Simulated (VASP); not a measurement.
Here is a VASP 6.6.1 calculation.

INCAR

```
PREC = Accurate
ENCUT = 520
EDIFF = 1E-8
ISMEAR = -1
SIGMA = 0.08
LREAL = F
LASPH = T
NELM = 60
ALGO = Normal
ISIF = 2
LWAVE = F
LCHARG = F
LEFG = T
NBANDS = 33
```

File KPOINTS:

```
regular mesh
0
Gamma
  13 13 13
```

File POSCAR:

```
TiO2
1.0
   -1.8735750000      1.8735750000      4.7570000000
    1.8735750000     -1.8735750000      4.7570000000
    1.8735750000      1.8735750000     -4.7570000000
Ti O
2 4
Direct
    0.0000000000      0.0000000000      0.0000000000
    0.7500000000      0.2500000000      0.5000000000
    0.2066000000      0.2066000000      0.0000000000
    0.9566000000      0.4566000000      0.5000000000
    0.5434000000      0.0434000000      0.5000000000
    0.7934000000      0.7934000000      0.0000000000
```

Potentials or basis: VASP PAW LDA potentials, release 64 (Ti_sv, O).

The run is started by

```console
$ cat potpaw_LDA.64/Ti_sv/POTCAR potpaw_LDA.64/O/POTCAR > POTCAR
$ mpirun -np 1 vasp_std > vasp.out
```

(1) Estimate the band gap on the k mesh.

(2) What does it give for the pressure?

(3) Estimate the largest force.

Answers

(1) 2.10 eV (least direct gap 2.41 eV).

(2) -0.4 GPa.

(3) 0.132 eV/Å.

Caveat: the cell differs from its parent crystal (equal xx and yy strain of -1 %); without QUAD_EFG the Cq values of the log hold for a quadrupole moment of 1 mb, not for the nuclei.
